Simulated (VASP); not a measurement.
Write the native input for VASP 6.6.1 that does the following.

```yaml
Task: relaxation of cell and atoms
Functional: r2SCAN
Potentials_or_basis: VASP PAW PBE potentials, release 64 (Ti_sv, O)
Cutoff: 600 eV
k_mesh: 6 × 6 × 10
Occupations: fermi-dirac, width 0.1 eV
Spin: no spin polarisation
Dipole_correction: no
Further_INCAR_settings: ALGO = Normal; EDIFF = 1e-07; IBRION = 2; EDIFFG = -0.002; NSW = 100; ISIF = 3
```

TiO2:

```
Ti O
1.0
     4.59220    0.00000    0.00000
     0.00000    4.59220    0.00000
     0.00000    0.00000    2.95740
Ti O
2 4
Direct
  0.00000 0.00000 0.00000
  0.50000 0.50000 0.50000
  0.30496 0.30496 0.00000
  0.19504 0.80496 0.50000
  0.69504 0.69504 0.00000
  0.80496 0.19504 0.50000
```

These files were run (other wordings do the same):

POSCAR

```
TiO2
1.0
    4.5922000000      0.0000000000      0.0000000000
    0.0000000000      4.5922000000      0.0000000000
    0.0000000000      0.0000000000      2.9574000000
Ti O
2 4
Direct
    0.0000000000      0.0000000000      0.0000000000
    0.5000000000      0.5000000000      0.5000000000
    0.3049600000      0.3049600000      0.0000000000
    0.1950400000      0.8049600000      0.5000000000
    0.6950400000      0.6950400000      0.0000000000
    0.8049600000      0.1950400000      0.5000000000
```

INCAR.step1

```
SYSTEM = TiO2
  PREC = Accurate
  ENCUT = 600
  ISMEAR = -1
  SIGMA = 0.1
  LREAL = .False.
  LASPH = .True.
  NELM = 80
  GGA = PE
  ALGO = Normal
  EDIFF = 1E-4
  LWAVE = .True.
  LCHARG = .False.
```

INCAR.step2

```
SYSTEM = TiO2
  PREC = Accurate
  ENCUT = 600
  EDIFF = 1E-7
  ISMEAR = -1
  SIGMA = 0.1
  LREAL = .False.
  LASPH = .True.
  NELM = 80
  ALGO = Normal
  ISIF = 3
  LWAVE = .False.
  LCHARG = .False.
  METAGGA = R2SCAN
  LMIXTAU = .True.
  IBRION = 2
  NSW = 100
  EDIFFG = -0.002
  ISTART = 1
```

KPOINTS

```
regular mesh
0
Gamma
  6 6 10
  0 0 0
```

Potentials or basis: VASP PAW PBE potentials, release 64 (Ti_sv, O).

The run is started by

```bash
$ cat potpaw_PBE.64/Ti_sv/POTCAR potpaw_PBE.64/O/POTCAR > POTCAR
$ cp INCAR.step1 INCAR
$ mpirun -np 1 vasp_std > vasp.out
$ cp INCAR.step2 INCAR
$ mpirun -np 1 vasp_std > vasp.out
```

It gave:

```json
{
 "Relaxed volume": "10.44 Å³/atom",
 "Relaxed cell": "a = 4.600 Å, b = 4.600 Å, c = 2.960 Å, α = 90.00°, β = 90.00°, γ = 90.00°",
 "Space group after relaxing (to 0.1 Å)": "P4_2/mnm (No. 136)",
 "Energy gained by relaxing": "0.2 meV/atom",
 "Ionic steps": "6",
 "Pressure after relaxing": "0.0 GPa",
 "Band gap on the k mesh": "2.21 eV"
}
```

Caveat: the PAW data sets were made with another functional, which shifts forces and pressure a little.

Wall time 51 min on 1 thread of Oxide Virtual Turin-like Processor, with other jobs on the host, peak memory 0.25 GiB.
